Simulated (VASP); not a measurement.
# TiAl (P-6m2) in VASP: notebook

Runs on TiAl. Level: PBEsol. Tasks: single point.

All numbers are computed with VASP 6.6.1; they aren't measurements. Logs are shortened: lines on timing, memory, paths and dates and some standing lists are left out, and cuts for length are marked.

## 1. The cell of the first run

It takes space group P-6m2 (No. 187, hexagonal). Conventional cell: a = 2.942 Å, b = 2.942 Å, c = 4.065 Å, α = 90.00°, β = 90.00°, γ = 120.00°. Ti (site symmetry -6m2) has 6 Al at 2.65 Å and 6 Ti at 2.94 Å within 3.5 Å. Within 3.5 Å of Al (site symmetry -6m2) lie 6 Ti at 2.65 Å and 6 Al at 2.94 Å.

## 2. Single point, PBEsol

File INCAR:

```
PREC = Accurate
ENCUT = 520
EDIFF = 1E-6
ISMEAR = 0
SIGMA = 0.15
LREAL = F
LASPH = T
NELM = 100
ALGO = Normal
ISIF = 2
LWAVE = F
LCHARG = F
GGA = PS
NBANDS = 14
```

File KPOINTS:

```
Automatic mesh
0
Gamma
  18 18 10
```

File POSCAR:

```
TiAl
1.0
    2.9425000000      0.0000000000      0.0000000000
   -1.4712500000      2.5482797506      0.0000000000
    0.0000000000      0.0000000000      4.0649000000
Ti Al
1 1
Direct
    0.0000000000      0.0000000000      0.0000000000
    0.3333333333      0.6666666667      0.5000000000
```

Potentials or basis: VASP PAW PBE potentials, release 64 (Ti_sv, Al).

Launch:

```
$ cat potpaw_PBE.64/Ti_sv/POTCAR potpaw_PBE.64/Al/POTCAR > POTCAR
$ mpirun -np 1 vasp_std > vasp.out
```

OUTCAR:

```text
PREC = Accurate
   ENCUT = 520
   EDIFF = 1E-6
   ISMEAR = 0
   LREAL = F
   LASPH = T
   NELM = 100
   ISIF = 2
   GGA = PS

 ion  position               nearest neighbor table
   1  0.000  0.000  0.000-   2 2.65   2 2.65   2 2.65   2 2.65   2 2.65   2 2.65
   2  0.333  0.667  0.500-   1 2.65   1 2.65   1 2.65   1 2.65   1 2.65   1 2.65

  LATTYP: Found a hexagonal cell.
 ALAT       =     2.9425000000
 C/A-ratio  =     1.3814443500

  Lattice vectors:

 A1 = (   2.9425000000,   0.0000000000,   0.0000000000)
 A2 = (  -1.4712500000,   2.5482797506,   0.0000000000)
 A3 = (   0.0000000000,   0.0000000000,   4.0649000000)

Analysis of symmetry for initial positions (statically):
=====================================================================
 Subroutine PRICEL returns:
 Original cell was already a primitive cell.

 Routine SETGRP: Setting up the symmetry group for a
 hexagonal supercell.

 Subroutine GETGRP returns: Found 12 space group operations
 (whereof 12 operations were pure point group operations)
 out of a pool of 24 trial point group operations.

The static configuration has the point symmetry D_3h.

Analysis of symmetry for dynamics (positions and initial velocities):
=====================================================================
 Subroutine PRICEL returns:
 Original cell was already a primitive cell.

 Routine SETGRP: Setting up the symmetry group for a
 hexagonal supercell.

 Subroutine GETGRP returns: Found 12 space group operations
 (whereof 12 operations were pure point group operations)
 out of a pool of 24 trial point group operations.

The dynamic configuration has the point symmetry D_3h.

 Subroutine INISYM returns: Found 12 space group operations
 (whereof 12 operations are pure point group operations),
 and found     1 'primitive' translations

----------------------------------------------------------------------------------------

                                     Primitive cell

  volume of cell :      30.4799

  direct lattice vectors                    reciprocal lattice vectors
     2.942500000  0.000000000  0.000000000     0.339847069  0.196210797  0.000000000
    -1.471250000  2.548279751  0.000000000     0.000000000  0.392421593  0.000000000
     0.000000000  0.000000000  4.064900000     0.000000000  0.000000000  0.246008512

  length of vectors
     2.942500000  2.942500000  4.064900000     0.392421593  0.392421593  0.246008512

  position of ions in fractional coordinates (direct lattice)
     0.000000000  0.000000000  0.000000000
     0.333333333  0.666666667  0.500000000

  ion indices of the primitive-cell ions
   primitive index   ion index
                 1           1
                 2           2

----------------------------------------------------------------------------------------

 KPOINTS: Automatic mesh

Automatic generation of k-mesh.
 Grid dimensions read from file:
 generate k-points for:   18   18   10

 Generating k-lattice:

  Cartesian coordinates                     Fractional coordinates (reciprocal lattice)
     0.018880393  0.010900600  0.000000000     0.055555556  0.000000000  0.000000000
     0.000000000  0.021801200  0.000000000     0.000000000  0.055555556  0.000000000
     0.000000000  0.000000000  0.024600851     0.000000000  0.000000000  0.100000000

  Length of vectors
     0.021801200  0.021801200  0.024600851

  Shift w.r.t. Gamma in fractional coordinates (k-lattice)
     0.000000000  0.000000000  0.000000000

 Subroutine IBZKPT returns following result:
 ===========================================

 Found    222 irreducible k-points:

 Following reciprocal coordinates:
            Coordinates               Weight
  0.000000  0.000000  0.000000      1.000000
  0.055556 -0.000000  0.000000      6.000000
  0.111111 -0.000000  0.000000      6.000000
  0.166667 -0.000000  0.000000      6.000000
  0.222222 -0.000000  0.000000      6.000000
  0.277778  0.000000  0.000000      6.000000
[... 16 lines left out ...]
  0.333333  0.111111  0.000000     12.000000
  0.388889  0.111111  0.000000     12.000000
 [... further k-points ...]
   k-points           NKPTS =    222   k-points in BZ     NKDIM =    222   number of bands    NBANDS=     14
   number of dos      NEDOS =    301   number of ions     NIONS =      2
   total plane-waves  NPLWV =  17280
   dimension x,y,z NGX =    24 NGY =   24 NGZ =   30
   dimension x,y,z NGXF=    48 NGYF=   48 NGZF=   60
   ions per type =               1   1
   NGX,Y,Z   is equivalent  to a cutoff of  13.56, 13.56, 12.27 a.u.
   NGXF,Y,Z  is equivalent  to a cutoff of  27.12, 27.12, 24.54 a.u.
 SYSTEM =  unknown system
   PREC   = accura    normal or accurate (medium, high low for compatibility)
   ISTART =      0    job   : 0-new  1-cont  2-samecut
   ICHARG =      2    charge: 1-file 2-atom 10-const
   ISPIN  =      1    spin polarized calculation?
   LNONCOLLINEAR =      F non collinear calculations
   LSORBIT =      F    spin-orbit coupling
   LASPH  =      T    aspherical Exc in radial PAW
   ENCUT  =  520.0 eV  38.22 Ry    6.18 a.u.   5.47  5.47  7.56*2*pi/ulx,y,z
   NELM   =    100;   NELMIN=  2; NELMDL= -5     # of ELM steps
   EDIFF  = 0.1E-05   stopping-criterion for ELM
   LREAL  =      F    real-space projection
   EDIFFG = 0.1E-04   stopping-criterion for IOM
   NSW    =      0    number of steps for IOM
   IBRION =     -1    ionic relax: 0-MD 1-quasi-New 2-CG
   NFREE  =      0    steps in history (QN), initial steepest desc. (CG)
   ISIF   =      2    stress and relaxation
   ISYM   =      2    0-nonsym 1-usesym 2-fastsym
   POTIM  = 0.5000    time-step for ionic-motion
   TEBEG  =    0.0;   TEEND  =   0.0 temperature during run
   PSTRESS=    0.0 pullay stress
   NELECT =      15.0000    total number of electrons
   NUPDOWN=      -1.0000    fix difference up-down
   EMIN   =  10.00;   EMAX   =-10.00  energy-range for DOS
   EFERMI =   0.00;   METHOD = LEGACY
   ISMEAR =     0;   SIGMA  =   0.15  broadening in eV -4-tet -1-fermi 0-gaus
   EFERMI_NEDOS =   21; number of points for ismear=-14 and -15
   IALGO  =     38    algorithm
   IMIX   =      4    mixing-type and parameters
     AMIX     =   0.40;   BMIX     =  1.00
     AMIX_MAG =   1.60;   BMIX_MAG =  1.00
  volume/ion in A,a.u.               =      15.24       102.84
  Fermi-wavevector in a.u.,A,eV,Ry     =   1.292511  2.442491 22.729669  1.670584
  Thomas-Fermi vector in A             =   2.424214
   LORBIT       =      0    0 simple, 1 ext, 2 COOP (PROOUT), +10 PAW based schemes
   GGA     = PS    functional components
   LHFCALC =     F    Hartree Fock is set to
   AEXX    =    0.0000 exact exchange contribution
   IVDW    =     0    specifies the selected vdW correction
   LEPSILON=     F    determine dielectric tensor
   LRPA    =     F    only Hartree local field effects (RPA)
 non-spin polarized calculation
 Gauss-broadening in eV      SIGMA  =   0.15
  energy-cutoff  :      520.00
  volume of cell :       30.48
 maximum number of plane-waves:       849
 NGX is ok and might be reduce to    24
   NGX = 11   NGY = 11   NGZ = 15

 number of electron      15.0000001 magnetization

 Free energy of the ion-electron system (eV)
  ---------------------------------------------------
  ext. energy  EPLUGINS =         0.00000000
  ---------------------------------------------------
  free energy    TOTEN  =       -12.63299769 eV

  energy without entropy =      -12.60279073  energy(sigma->0) =      -12.61789421

 E-fermi :   8.5963     XC(G=0): -11.4127

 val. band max:        8.5960436078   @ k =   0.3333   0.3333   0.2000
 cond. band min:       8.5984282004   @ k =   0.3333   0.2778   0.4000
 fundamental gap:      0.0023845926
 Fermi energy:         8.5963227411

 k-point     1 :       0.0000    0.0000    0.0000
  band No.  band energies     occupation
      1     -47.5297      2.00000
      2     -23.9982      2.00000
      3     -23.6091      2.00000
      4     -23.6091      2.00000
      5      -0.4282      2.00000
      6       6.7226      2.00000
      7       8.3848      1.95386
      8       9.7747      0.00000
      9       9.7747      0.00000
     10      11.1247      0.00000
     11      11.1247      0.00000
     12      15.0760      0.00000
     13      20.4119      0.00000
     14      20.4119      0.00000

 k-point     2 :       0.0556   -0.0000    0.0000
  band No.  band energies     occupation
      1     -47.5275      2.00000
      2     -23.9959      2.00000
      3     -23.6240      2.00000
      4     -23.6125      2.00000
      5      -0.3536      2.00000
      6       6.7873      2.00000
      7       8.3199      1.99083
      8       9.6922      0.00000
      9       9.8333      0.00000
     10      11.1023      0.00000
     11      11.2283      0.00000
     12      15.0723      0.00000
     13      19.4624      0.00000
     14      19.8404      0.00000

 k-point     3 :       0.1111   -0.0000    0.0000
  band No.  band energies     occupation
      1     -47.5212      2.00000
      2     -23.9891      2.00000
      3     -23.6665      2.00000
      4     -23.6222      2.00000
      5      -0.1315      2.00000
      6       6.9709      2.00000
      7       8.1540      1.99997
      8       9.4636      0.00000
      9      10.0061      0.00000
     10      11.0383      0.00000
     11      11.5084      0.00000
     12      15.0457      0.00000
     13      17.9361      0.00000
     14      18.9993      0.00000

 k-point     4 :       0.1667   -0.0000    0.0000
  band No.  band energies     occupation
      1     -47.5115      2.00000
      2     -23.9787      2.00000
      3     -23.7312      2.00000
      4     -23.6369      2.00000
      5       0.2334      2.00000
      6       7.2373      2.00000
      7       7.9417      2.00000
      8       9.1355      0.00000
      9      10.2834      0.00000
     10      10.9422      0.00000
     11      11.9048      0.00000
     12      14.9120      0.00000
     13      16.5405      0.00000
     14      18.2092      0.00000

 k-point     5 :       0.2222   -0.0000    0.0000
  band No.  band energies     occupation
      1     -47.4995      2.00000
      2     -23.9659      2.00000
      3     -23.8098      2.00000
      4     -23.6549      2.00000
      5       0.7337      2.00000
      6       7.5084      2.00000
      7       7.7261      2.00000
      8       8.7641      0.11374
      9      10.6485      0.00000
     10      10.8272      0.00000
     11      12.3639      0.00000
[... 276 lines left out ...]
 k-point    22 :       0.2778    0.1111    0.0000
  band No.  band energies     occupation
      1     -47.4716      2.00000
      2     -23.9674      2.00000
      3     -23.9360      2.00000
      4     -23.7201      2.00000
      5       2.3013      2.00000
      6       7.4245      2.00000
      7       7.4793      2.00000
      8       8.1264      1.99999
      9      10.2698      0.00000
     10      11.3717      0.00000
     11      13.1936      0.00000
     12      13.7177      0.00000
     13      14.7284      0.00000
     14      15.8928      0.00000

 k-point    23 :       0.3333    0.1111    0.0000
  band No.  band energies     occupation
      1     -47.4624      2.00000
      2     -24.0211      2.00000
      3     -23.9261      2.00000
      4     -23.7388      2.00000
      5       3.1286      2.00000
      6       6.9160      2.00000
      7       7.3484      2.00000
      8       7.9011      2.00000
      9      10.1160      0.00000
     10      11.6495      0.00000
     11      13.1129      0.00000
     12      14.1956      0.00000
     13      14.4249      0.00000
     14      15.9600      0.00000

 k-point    24 :       0.3889    0.1111    0.0000
  band No.  band energies     occupation
      1     -47.4563      2.00000
      2     -24.0560      2.00000
      3     -23.9197      2.00000
      4     -23.7510      2.00000
      5       4.0066      2.00000
      6       6.1284      2.00000
      7       7.3053      2.00000
      8       7.7305      2.00000
      9      10.0140      0.00000
     10      11.9295      0.00000
     11      13.1602      0.00000
     12      14.1861      0.00000
     13      14.5475      0.00000
     14      16.1049      0.00000

 [... further k-points ...]

------------------------ aborting loop because EDIFF is reached ----------------------------------------

  FORCE on cell =-STRESS in cart. coord.  units (eV):
  Direction    XX          YY          ZZ          XY          YZ          ZX
  --------------------------------------------------------------------------------------
  -------------------------------------------------------------------------------------
  Total        0.8184305      0.8184305      5.2842692      0.0000000     -0.0000000      0.0000000
  in kB       43.0208437     43.0208437    277.7679152      0.0000000     -0.0000000      0.0000000
  external PRESSURE =     121.2698675 kB  Pullay stress =       0.0000000 kB

 VOLUME and BASIS-vectors are now :
 -----------------------------------------------------------------------------
  energy-cutoff  :      520.00
  volume of cell :       30.48
      direct lattice vectors                 reciprocal lattice vectors
     2.942500000  0.000000000  0.000000000     0.339847069  0.196210797  0.000000000
    -1.471250000  2.548279751  0.000000000     0.000000000  0.392421593  0.000000000
     0.000000000  0.000000000  4.064900000     0.000000000  0.000000000  0.246008512

 POSITION                                       TOTAL-FORCE (eV/Angst)
 -----------------------------------------------------------------------------------
      0.00000      0.00000      0.00000        -0.000000      0.000000      0.000000
     -0.00000      1.69885      2.03245         0.000000      0.000000      0.000000
 -----------------------------------------------------------------------------------
    total drift:                                0.000000     -0.000000      0.000000

  FREE ENERGIE OF THE ION-ELECTRON SYSTEM (eV)
  ---------------------------------------------------
  free  energy   TOTEN  =       -12.6329976883 eV

  energy  without entropy=      -12.6027907338  energy(sigma->0) =      -12.61789421
```

Run time: 1.7 min. Hardware: 1 thread of Intel Xeon 8259CL, shared host; peak memory 0.22 GiB.

What came out:

```
Free energy            : -12.6330 eV
Pressure               : 12.1 GPa
Band gap on the k mesh : zero (an odd number of electrons rules out a gap without spin polarisation)
```

Caveat: the stress differs along the axes, from 4 to 28 GPa; the PAW data sets were made with another functional, which shifts forces and pressure a little.

(Part 1 of 2 ends here.)
